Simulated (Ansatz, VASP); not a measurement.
**BaLaS: VASP beside Ansatz**

```
Ba La S
1.0
     4.21108    0.00000    0.00000
     0.00000    4.21108    0.00000
     0.00000    0.00000    9.24551
Ba La S
1 1 1
Direct
  0.50000 0.50000 0.00000
  0.50000 0.50000 0.50000
  0.00000 0.00000 0.00000
```

Alike in both runs: functional PBE; k mesh 12 × 12 × 6; occupations gaussian, width 0.1 eV; no spin polarisation.

Ansatz relaxed the structure, and its values are those at the end. VASP's run is a single point on that final structure, the one shown.

|  | VASP | Ansatz |
| --- | --- | --- |
| version | VASP 6.6.1 | Ansatz 0.2.0 |
| potentials or method | VASP PAW PBE potentials, release 64 (Ba_sv, La, S), cutoff 520 eV | scalar-relativistic, plane waves, PAW |
| valence electrons in the cell | 27 | 27 |

Ansatz gave:

- gap on the k mesh at the Fermi level (eV): none
- pressure (GPa): 0.0

**Question.** What did VASP give for the same quantities?

**Answer.** gap on the k mesh at the Fermi level (eV): none; pressure (GPa): 0.3.

A gap of «none» marks a metal or a gap that the smearing closes.

Spin-orbit coupling is off throughout.
